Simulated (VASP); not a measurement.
AlNi: vibrations by perturbation theory with PBEsol

The system is AlNi.

```
Al Ni
1.0
     2.86251    0.00000    0.00000
     0.00000    2.86251    0.00000
     0.00000    0.00000    2.86251
Al Ni
1 1
Direct
  0.00000 0.00000 0.00000
  0.50000 0.50000 0.50000
```

* Program: VASP 6.6.1
* Task: vibrations by perturbation theory
* Functional: PBEsol
* Potentials or basis: VASP PAW PBE potentials, release 64 (Al, Ni)
* Cutoff: 520 eV
* k mesh: 14 × 14 × 14
* Occupations: fermi-dirac, width 0.1 eV
* Spin: no spin polarisation
* Dipole correction: no
* Further INCAR settings: ALGO = Normal; EDIFF = 1e-08; IBRION = 8; NSW = 1

```
Highest phonon frequency at Γ, LO-TO splitting left out : 304 cm⁻¹
```

Phonon frequencies in cm⁻¹ (negative: imaginary):
```tsv
q point	frequencies
(0.000, 0.000, 0.000)	0 0 0 304 304 304
```

Wall time 60 s on 1 thread of Intel(R) Xeon(R) 6975P-C (Granite Rapids) (shared host), peak memory 0.29 GiB.

 Spin polarisation is off, so any magnetic state and its effect on volume and gap are missing.
